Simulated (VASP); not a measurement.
Here is a VASP 6.6.1 calculation.

Contents of INCAR:

```
PREC = Accurate ; ENCUT = 520
EDIFF = 1E-6 ; ISMEAR = -1
SIGMA = 0.02 ; LREAL = F
LASPH = T ; NELM = 80
ALGO = Normal ; ISIF = 2
LWAVE = F ; LCHARG = T
GGA = PE ; LELF = T
LVHAR = T ; NBANDS = 15
```

The input KPOINTS:

```
regular mesh
0
Gamma
  12 12 10
```

POSCAR

```
TaN
1.0
    2.8948962945      0.0000000000      0.0000000000
   -1.4474481472      2.5070537324      0.0000000000
    0.0000000000      0.0000000000      2.9694900000
Ta N
1 1
Direct
    0.3333333333      0.6666666667      0.5000000000
    0.0000000000      0.0000000000      0.0000000000
```

Potentials or basis: VASP PAW PBE potentials, release 64 (Ta_pv, N).

Run with:

```bash
$ cat potpaw_PBE.64/Ta_pv/POTCAR potpaw_PBE.64/N/POTCAR > POTCAR
$ mpirun -np 1 vasp_std > vasp.out
```

Q: What does it give for the band gap on the k mesh?

A: Zero (band 8 reaches 8.45 eV, above the bottom of band 9 at 8.10 eV).

Q: What does it give for the pressure?

A: 4.6 GPa.

Stress tensor (GPa, compression positive):
```
 13.57   0.00   0.00
  0.00  13.57   0.00
  0.00   0.00 -13.26
```

Caveat: spin-orbit coupling is left out, which moves the levels of the heavy elements.
